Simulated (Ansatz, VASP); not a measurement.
Two plane-wave programs on Sb

```
Sb
1.0
     2.15420    1.24373    3.75800
    -2.15420    1.24373    3.75800
     0.00000   -2.48746    3.75800
Sb
2
Direct
  0.76651 0.76651 0.76651
  0.23349 0.23349 0.23349
```

Alike in both runs: functional PBEsol; k mesh 6 × 6 × 6; occupations fermi-dirac, width 0.05 eV; non-collinear spin, spin-orbit coupling.

|  | VASP | Ansatz |
| --- | --- | --- |
| version | VASP 6.6.1 | Ansatz 0.2.0 |
| potentials or method | VASP PAW PBE potentials, release 64 (Sb) | Ansatz PAW |
| plane-wave cutoff (eV) | 520 | 420 |
| valence electrons in the cell | 10 | 30 |
| task | single point | band structure |

|  | VASP | Ansatz | Ansatz less VASP |
| --- | --- | --- | --- |
| pressure (GPa) | 0.3 | 0.1 | -0.20 |
| traceless stress, the component that is largest in VASP (GPa) | -0.28 | -0.24 | +0.044 |
| rms of the force components (eV/Å) | 0.043 | 0.009 | -0.0334 |
| net moment per atom (μB) | 0.00 | 0.00 | 0.000 |

VASP's potentials were made for PBE, not for PBEsol. Atom by atom the forces differ by 0.033 eV/Å (rms over components). VASP's potentials hold 10 valence electrons a cell and Ansatz's 30, so a difference there can come from the potentials and not from the codes.
